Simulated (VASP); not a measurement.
Here is a VASP 6.6.1 calculation.

File INCAR:

```
SYSTEM = LaF5
PREC = Accurate ; ENCUT = 520
EDIFF = 1E-7 ; ISMEAR = 0
SIGMA = 0.1 ; LREAL = .FALSE.
LASPH = .TRUE. ; NELM = 100
ALGO = Normal ; ISIF = 2
LWAVE = .FALSE. ; LCHARG = .TRUE.
GGA = PE ; LELF = .TRUE.
LVHAR = .TRUE. ; NBANDS = 32
```

File KPOINTS:

```
regular mesh
0
G
  12 12 8
  0 0 0
```

File POSCAR:

```
LaF5
1.0
    4.9459157307      0.0000000000      0.0000000000
   -2.4729578653      4.2832886677      0.0000000000
    0.0000000000      0.0000000000      4.6860832694
La F
1 5
Direct
    0.3333333333      0.6666666667      0.5000000000
    0.8356749274      0.1643250726      0.5000000000
    0.8356749274      0.6713498548      0.5000000000
    0.3286501452      0.1643250726      0.5000000000
    0.3333333333      0.6666666667      0.0000000000
    0.6666666667      0.3333333333      0.0000000000
```

Potentials or basis: VASP PAW PBE potentials, release 64 (La, F).

The run is started by

```sh
$ cat potpaw_PBE.64/La/POTCAR potpaw_PBE.64/F/POTCAR > POTCAR
$ mpirun -np 1 vasp_std > vasp.out
```

**Question.** Predict the pressure.

**Answer.** -0.4 GPa.

**Question.** Estimate the band gap on the k mesh.

**Answer.** Zero (bands 23 and 24 overlap by 0.21 eV).

Stress tensor (GPa, compression positive):
```
-0.35  0.00  0.00
 0.00 -0.35  0.00
 0.00  0.00 -0.44
```

Caveat: spin-orbit coupling is left out, which moves the levels of the heavy elements.
